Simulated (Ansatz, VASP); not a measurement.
**One calculation of BeAs3, two programs**

```xyz
8
Lattice="8.2690 0.0000 0.0000 -4.1345 7.1612 0.0000 0.0000 0.0000 3.5757" Properties=species:S:1:pos:R:3 pbc="T T T"
Be    0.0000    4.7741    0.8939
Be    4.1345    2.3871    2.6818
As    4.1345    3.8433    0.8939
As   -1.2611    5.5022    2.6818
As    2.8734    1.6590    0.8939
As    0.0000    3.3179    2.6818
As    5.3956    1.6590    0.8939
As    1.2611    5.5022    2.6818
```

Alike in both runs: functional PBE; k mesh 3 × 3 × 4; occupations gaussian, width 0.1 eV; no spin polarisation.

Ansatz relaxed the structure, and its values are those at the end. VASP's run is a single point on that final structure, the one shown.

```csv
,VASP,Ansatz
version,VASP 6.6.1,Ansatz 0.2.0
potentials or method,"VASP PAW PBE potentials, release 64 (Be, As), cutoff 520 eV","scalar-relativistic, plane waves, PAW"
valence electrons in the cell,34,94
```

```tsv
	VASP	Ansatz	Ansatz less VASP
gap on the k mesh at the Fermi level (eV)	none	none	-
pressure (GPa)	0.5	0.2	-0.25
rms of the force components (eV/Å)	0.042	0.003	-0.0382
```

A gap of «none» marks a metal or a gap that the smearing closes. VASP's potentials hold 34 valence electrons a cell and Ansatz's 94, so a difference there can come from the potentials and not from the codes.

The k mesh is coarse, so the values compare programs but aren't converged.
